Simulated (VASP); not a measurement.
**Tl: single point with PBE**

Tl:

```
Tl
1.0
     0.00000    4.65775    4.65775
     4.65775    0.00000    4.65775
     4.65775    4.65775    0.00000
Tl
4
Direct
  0.62500 0.62500 0.62500
  0.62500 0.62500 0.12500
  0.62500 0.12500 0.62500
  0.12500 0.62500 0.62500
```

The cell was generated, and may not be a known phase.

```yaml
Program: VASP 6.6.1
Task: single point
Functional: PBE
Potentials_or_basis: VASP PAW PBE potentials, release 64 (Tl_d)
Cutoff: 520 eV
k_mesh: 4 × 4 × 4
Occupations: gaussian, width 0.1 eV
Spin: no spin polarisation
```

| Quantity | Value |
| --- | --- |
| Pressure | 0.1 GPa |
| Band gap on the k mesh | zero (bands 26 and 27 overlap by 0.79 eV) |

Levels at points of the mesh, in eV from the Fermi level:
```
           k point  band 22  band 23  band 24  band 25  band 26  band 27  band 28  band 29  band 30  band 31
(0.00, 0.00, 0.00)    -4.43    -4.43    -4.43    -2.77    -0.78    -0.78    -0.78     0.76     0.76     2.88
(0.50, 0.00, 0.00)    -6.77    -4.72    -4.72    -1.77    -0.24    -0.24     1.93     2.41     2.41     2.77
(0.50, 0.50, 0.00)    -7.50    -5.05    -5.05    -0.95    -0.95     2.04     2.04     2.68     2.68     2.90
```

Wall time 73 s on 1 thread of Intel(R) Xeon(R) Platinum 8259CL CPU @ 2.50GHz (Skylake/Cascade Lake), with other jobs on the host, peak memory 0.34 GiB.

Caveat: spin-orbit coupling is left out, which moves the levels of the heavy elements.
